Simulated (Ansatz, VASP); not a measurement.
## Hf3SnS8 in VASP and in Ansatz

```xyz
12
Lattice="3.6640 0.0000 0.0000 -1.8320 3.1731 0.0000 0.0000 0.0000 27.7541" Properties=species:S:1:pos:R:3 pbc="T T T"
Hf    0.0000    2.1154    8.6524
Hf    0.0000    2.1154   22.5885
Hf    1.8320    1.0577    1.7430
Sn    1.8320    1.0577   15.5861
S     1.8320    1.0577   10.0933
S     1.8320    1.0577   24.0293
S     0.0000    2.1154    3.1838
S     0.0000    2.1154   17.0771
S     0.0000    0.0000    0.3020
S     0.0000    0.0000   14.0950
S     0.0000    0.0000    7.2114
S     0.0000    0.0000   21.1475
```

Alike in both runs: functional PBE; k mesh 12 × 12 × 1; occupations gaussian, width 0.02 eV; no spin polarisation.

Ansatz relaxed the structure, and its values are those at the end. VASP's run is a single point on that final structure, the one shown.

|  | VASP | Ansatz |
| --- | --- | --- |
| version | VASP 6.6.1 | Ansatz 0.2.0 |
| potentials or method | VASP PAW PBE potentials, release 64 (Hf_pv, Sn_d, S), cutoff 520 eV | scalar-relativistic, plane waves, PAW |
| valence electrons in the cell | 92 | 140 |

```csv
,VASP,Ansatz,Ansatz less VASP
gap on the k mesh at the Fermi level (eV),1.23,1.21,-0.025
least direct gap on the mesh (eV),1.80,1.81,+0.001
pressure (GPa),-0.4,0.0,+0.39
rms of the force components (eV/Å),0.027,0.001,-0.0263
```

VASP's potentials hold 92 valence electrons a cell and Ansatz's 140, so a difference there can come from the potentials and not from the codes.

Spin-orbit coupling is off throughout.
